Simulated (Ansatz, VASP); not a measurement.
## Au in VASP and in Ansatz

```
CELL_PARAMETERS angstrom
0.00000 2.01482 2.07618
2.01482 0.00000 2.07618
2.01482 2.01482 0.00000
ATOMIC_POSITIONS crystal
Au 0.00000 0.00000 0.00000
```

Change from the starting cell: strain -0.015 along x and y, +0.015 along z, atoms carried along.

Alike in both runs: task single point; functional PBEsol; k mesh 20 × 20 × 20; occupations gaussian, width 0.15 eV; no spin polarisation.

|  | VASP | Ansatz |
| --- | --- | --- |
| version | VASP 6.6.1 | Ansatz 0.2.0 |
| potentials or method | VASP PAW PBE potentials, release 64 (Au), cutoff 520 eV | scalar-relativistic, plane waves, PAW |
| valence electrons in the cell | 11 | 19 |

Ansatz gave:

* gap on the k mesh at the Fermi level (eV): none
* pressure (GPa): 1.8
* traceless stress, the component that is largest in VASP (GPa): -0.70

Task: Estimate VASP's values.

Result: gap on the k mesh at the Fermi level (eV): none; pressure (GPa): 1.5; traceless stress, the component that is largest in VASP (GPa): -0.71.

VASP's potentials were made for PBE, not for PBEsol. A gap of «none» marks a metal or a gap that the smearing closes. With one functional, cell and mesh, what is left measures potentials, basis and numerics. VASP's potentials hold 11 valence electrons a cell and Ansatz's 19, so a difference there can come from the potentials and not from the codes.

Neither program's run includes spin-orbit coupling.
